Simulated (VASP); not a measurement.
Here is a VASP 6.6.1 calculation.

The input INCAR:

```
PREC = Accurate
ENCUT = 600
EDIFF = 1E-6
ISMEAR = -1
SIGMA = 0.03
LREAL = False
LASPH = True
NELM = 120
ALGO = Normal
ISIF = 2
LWAVE = False
LCHARG = False
GGA = PE
NBANDS = 15
GGA_COMPAT = False
```

KPOINTS

```
Automatic mesh
0
Gamma
  9 9 9
```

POSCAR

```
YN
1.0
    0.0000000000      2.4055432573      2.4055432573
    2.4055432573      0.0000000000      2.4055432573
    2.4055432573      2.4055432573      0.0000000000
Y N
1 1
Direct
    0.0000000000      0.0000000000      0.0000000000
    0.5000000000      0.5000000000      0.5000000000
```

Potentials or basis: VASP PAW PBE potentials, release 64 (Y_sv, N).

Command:

```sh
$ cat potpaw_PBE.64/Y_sv/POTCAR potpaw_PBE.64/N/POTCAR > POTCAR
$ mpirun -np 1 vasp_std > vasp.out
```

Q: Estimate the band gap on the k mesh.

A: 0.16 eV, indirect (least direct gap 0.53 eV).

Q: What does it give for the pressure?

A: 10.3 GPa.

 A k mesh can miss the band edges.
